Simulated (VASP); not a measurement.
# CdSe (NiAs type) (P6_3/mmc) in VASP: further runs, part 2 of 2

VASP 6.6.1. Earlier steps stand in the parts before.

## 3. Relaxation of cell and atoms, PBE, target pressure -0.034 GPa, at which the enthalpy is minimised

This run uses another cell than the first one, of 23.62 Å³/atom.

Contents of INCAR:

```
SYSTEM = CdSe
PREC = Accurate
ENCUT = 600
EDIFF = 1E-7
ISMEAR = -1
SIGMA = 0.08
LREAL = .FALSE.
LASPH = .TRUE.
NELM = 80
ALGO = Normal
ISIF = 3
LWAVE = .FALSE.
LCHARG = .FALSE.
GGA = PE
IBRION = 2
NSW = 60
EDIFFG = -0.005
PSTRESS = -0.34
```

Contents of KPOINTS:

```
regular mesh
0
G
  9 9 5
  0 0 0
```

Contents of POSCAR:

```
CdSe
1.0
    4.1289669794      0.0000000000      0.0000000000
   -2.0644834897      3.5757902956      0.0000000000
    0.0000000000      0.0000000000      6.3998988182
Cd Se
2 2
Direct
    0.0000000000      0.0000000000      0.0000000000
    0.0000000000      0.0000000000      0.5000000000
    0.3333333333      0.6666666667      0.2500000000
    0.6666666667      0.3333333333      0.7500000000
```

Potentials or basis: VASP PAW PBE potentials, release 64 (Cd, Se).

Run with:

```sh
> cat potpaw_PBE.64/Cd/POTCAR potpaw_PBE.64/Se/POTCAR > POTCAR
> mpirun -np 1 vasp_std > vasp.out
```

OUTCAR:

```text
SYSTEM = CdSe
   PREC = Accurate
   ENCUT = 600
   EDIFF = 1E-7
   ISMEAR = -1
   LREAL = .FALSE.
   LASPH = .TRUE.
   NELM = 80
   ISIF = 3
   GGA = PE
   IBRION = 2
   NSW = 60
   EDIFFG = -0.005
   PSTRESS = -0.34

 ion  position               nearest neighbor table
   1  0.000  0.000  0.000-   3 2.87   4 2.87   4 2.87   3 2.87   4 2.87   3 2.87   2 3.20   2 3.20

   2  0.000  0.000  0.500-   3 2.87   4 2.87   4 2.87   3 2.87   4 2.87   3 2.87   1 3.20   1 3.20

   3  0.333  0.667  0.250-   1 2.87   2 2.87   1 2.87   2 2.87   1 2.87   2 2.87
   4  0.667  0.333  0.750-   1 2.87   2 2.87   1 2.87   2 2.87   1 2.87   2 2.87

  LATTYP: Found a hexagonal cell.
 ALAT       =     4.1289669794
 C/A-ratio  =     1.5500000000

  Lattice vectors:

 A1 = (   4.1289669794,   0.0000000000,   0.0000000000)
 A2 = (  -2.0644834897,   3.5757902956,   0.0000000000)
 A3 = (   0.0000000000,   0.0000000000,   6.3998988182)

Analysis of symmetry for initial positions (statically):
=====================================================================
 Subroutine PRICEL returns:
 Original cell was already a primitive cell.

 Routine SETGRP: Setting up the symmetry group for a
 hexagonal supercell.

 Subroutine GETGRP returns: Found 24 space group operations
 (whereof 12 operations were pure point group operations)
 out of a pool of 24 trial point group operations.

The static configuration has the point symmetry D_3d.
 The point group associated with its full space group is D_6h.

Analysis of symmetry for dynamics (positions and initial velocities):
=====================================================================
 Subroutine PRICEL returns:
 Original cell was already a primitive cell.

 Routine SETGRP: Setting up the symmetry group for a
 hexagonal supercell.

 Subroutine GETGRP returns: Found 24 space group operations
 (whereof 12 operations were pure point group operations)
[... 125 lines left out ...]
   IMIX   =      4    mixing-type and parameters
     AMIX     =   0.40;   BMIX     =  1.00
     AMIX_MAG =   1.60;   BMIX_MAG =  1.00
  volume/ion in A,a.u.               =      23.62       159.41
  Fermi-wavevector in a.u.,A,eV,Ry     =   1.186807  2.242740 19.163958  1.408511
  Thomas-Fermi vector in A             =   2.322972
   LORBIT       =      0    0 simple, 1 ext, 2 COOP (PROOUT), +10 PAW based schemes
   GGA     = PE    functional components
   LHFCALC =     F    Hartree Fock is set to
   AEXX    =    0.0000 exact exchange contribution
   IVDW    =     0    specifies the selected vdW correction
   LEPSILON=     F    determine dielectric tensor
   LRPA    =     F    only Hartree local field effects (RPA)
 conjugate gradient relaxation of ions
 non-spin polarized calculation
  energy-cutoff  :      600.00
  volume of cell :       94.49
 maximum number of plane-waves:      3187
 NGX is ok and might be reduce to    36
   NGX = 17   NGY = 17   NGZ = 25

--------------------------------------- Ionic step        1  -------------------------------------------

 number of electron      36.0000003 magnetization

 Free energy of the ion-electron system (eV)
  ---------------------------------------------------
  ext. energy  EPLUGINS =         0.00000000
  ---------------------------------------------------
  free energy    TOTEN  =       -10.25971360 eV

  energy without entropy =      -10.25721127  energy(sigma->0) =      -10.25846244

------------------------ aborting loop because EDIFF is reached ----------------------------------------

  FORCE on cell =-STRESS in cart. coord.  units (eV):
  Direction    XX          YY          ZZ          XY          YZ          ZX
  --------------------------------------------------------------------------------------
  -------------------------------------------------------------------------------------
  Total        0.1490573      0.1490573      2.1176196      0.0000000      0.0000000      0.0000000
  in kB        2.5274198      2.5274198     35.9064092      0.0000000      0.0000000      0.0000000
  external PRESSURE =      13.9937496 kB  Pullay stress =      -0.3400000 kB
[... 267 lines left out ...]
--------------------------------------- Ionic step        8  -------------------------------------------

 number of electron      35.9999996 magnetization

 Free energy of the ion-electron system (eV)
  ---------------------------------------------------
  ext. energy  EPLUGINS =         0.00000000
  ---------------------------------------------------
  free energy    TOTEN  =       -10.30809138 eV

  energy without entropy =      -10.30432239  energy(sigma->0) =      -10.30620688

 E-fermi :   2.3807     XC(G=0):  -9.9090

 val. band max:        2.1540249158   @ k =   0.2222  -0.0000   0.0000
 cond. band min:       2.4266720685   @ k =   0.3333   0.3333   0.0000
 fundamental gap:      0.2726471527
 Fermi energy:         2.3807023418

 k-point     1 :       0.0000    0.0000    0.0000
  band No.  band energies     occupation
      1     -10.6750      2.00000
      2      -9.8132      2.00000
      3      -6.0716      2.00000
      4      -6.0341      2.00000
      5      -6.0341      2.00000
      6      -5.7797      2.00000
[... 589 lines left out ...]
     21       7.3412      0.00000
     22       7.3412      0.00000

 [... further k-points ...]
[... 5 lines left out ...]
  --------------------------------------------------------------------------------------
  -------------------------------------------------------------------------------------
  Total       -0.0193610     -0.0193610     -0.0197403      0.0000000     -0.0000000      0.0000000
  in kB       -0.3222067     -0.3222067     -0.3285207      0.0000000     -0.0000000      0.0000000
  external PRESSURE =       0.0156886 kB  Pullay stress =      -0.3400000 kB
[... 23 lines left out ...]
  energy  without entropy=      -10.3043223863  energy(sigma->0) =      -10.30620688

  enthalpy is  TOTEN    =       -10.3285215061 eV   P V=       -0.0204301256

 reached required accuracy - stopping structural energy minimisation
```

CONTCAR:

```text
CdSe
   1.00000000000000
     4.0702474843136729   -0.0000000000000000    0.0000000000000000
    -2.0351237421568364    3.5249377211554829   -0.0000000000000000
    -0.0000000000000000    0.0000000000000000    6.7101223112689041
  Cd              Se
     2     2
Direct
     0.0000000000000000    0.0000000000000000    0.0000000000000000
     0.0000000000000000    0.0000000000000000    0.5000000000000000
     0.3333333332999970    0.6666666667000030    0.2500000000000000
     0.6666666667000030    0.3333333332999970    0.7500000000000000

  0.00000000E+00  0.00000000E+00  0.00000000E+00
  0.00000000E+00  0.00000000E+00  0.00000000E+00
  0.00000000E+00  0.00000000E+00  0.00000000E+00
  0.00000000E+00  0.00000000E+00  0.00000000E+00
```

Wall time 7.4 min (1 thread of Intel Xeon Platinum 8259CL at 2.50GHz (Skylake/Cascade Lake), shared host); peak memory 0.31 GiB.

What came out:

| Quantity | Value |
| --- | --- |
| Free energy | -10.3081 eV |
| Relaxed volume | 24.07 Å³/atom |
| Relaxed cell | a = 4.070 Å, b = 4.070 Å, c = 6.710 Å, α = 90.00°, β = 90.00°, γ = 120.00° |
| Space group after relaxing (to 0.1 Å) | P6_3/mmc (No. 194) |
| Energy change on relaxing (the run minimises the enthalpy) | -12.1 meV/atom |
| Ionic steps | 8 |
| Pressure after relaxing | 0.0 GPa |
| Band gap on the k mesh | zero (bands 18 and 19 overlap by 0.04 eV) |

Step by step:
```csv
step,energy change (eV),largest force (eV/Å),pressure (GPa),volume (Å³)
1,0.0000,0.0000,1.37,94.49
2,-0.0313,0.0000,-0.53,97.32
3,-0.0322,0.0000,-0.93,97.98
4,-0.0459,0.0000,-0.44,97.00
5,-0.0483,0.0000,-0.14,96.45
6,-0.0483,0.0000,-0.12,96.41
7,-0.0484,0.0000,0.00,96.23
8,-0.0484,0.0000,-0.03,96.27
```

Final structure:
```cif
data_structure
_symmetry_space_group_name_H-M 'P 1'
_symmetry_Int_Tables_number 1
_cell_length_a 4.0702
_cell_length_b 4.0702
_cell_length_c 6.7101
_cell_angle_alpha 90.000
_cell_angle_beta 90.000
_cell_angle_gamma 120.000
_cell_volume 96.27
loop_
_atom_site_label
_atom_site_type_symbol
_atom_site_fract_x
_atom_site_fract_y
_atom_site_fract_z
_atom_site_occupancy
Cd1 Cd 0.00000 0.00000 0.00000 1
Cd2 Cd 0.00000 0.00000 0.50000 1
Se1 Se 0.33333 0.66667 0.25000 1
Se2 Se 0.66667 0.33333 0.75000 1
```

Levels at points of the mesh, in eV from the Fermi level:
| k point | band 15 | band 16 | band 17 | band 18 | band 19 | band 20 | band 21 | band 22 |
| --- | --- | --- | --- | --- | --- | --- | --- | --- |
| (0.00, 0.00, 0.00) | -0.86 | -0.86 | -0.43 | -0.26 | -0.26 | 2.61 | 5.87 | 5.87 |

Caveat: the cell is relaxed towards a set pressure, so the run minimises the enthalpy, not the energy; semilocal functionals underestimate gaps, so a narrow gap can read as zero.
